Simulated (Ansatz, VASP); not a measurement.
**Al3Au: VASP beside Ansatz**

```
CELL_PARAMETERS angstrom
-2.02533 2.02533 4.05660
2.02533 -2.02533 4.05660
2.02533 2.02533 -4.05660
ATOMIC_POSITIONS crystal
Au 0.00000 0.00000 0.00000
Al 0.50000 0.50000 0.00000
Al 0.25000 0.75000 0.50000
Al 0.75000 0.25000 0.50000
```

Alike in both runs: task single point; functional PBE; k mesh 8 × 8 × 8; occupations fermi-dirac, width 0.05 eV; no spin polarisation.

```csv
,VASP,Ansatz
version,VASP 6.6.1,Ansatz 0.2.0
potentials or method,"VASP PAW PBE potentials, release 64 (Au, Al)",Ansatz PAW
plane-wave cutoff (eV),520,420
valence electrons in the cell,20,28
```

```tsv
	VASP	Ansatz	Ansatz less VASP
gap on the k mesh at the Fermi level (eV)	none	none	-
pressure (GPa)	0.2	0.3	+0.09
traceless stress, the component that is largest in VASP (GPa)	0.68	0.66	-0.014
```

A gap of «none» marks a metal or a gap that the smearing closes. With one functional, cell and mesh, what is left measures potentials, basis and numerics. VASP's potentials hold 20 valence electrons a cell and Ansatz's 28, so a difference there can come from the potentials and not from the codes.

Neither program's run includes spin-orbit coupling.
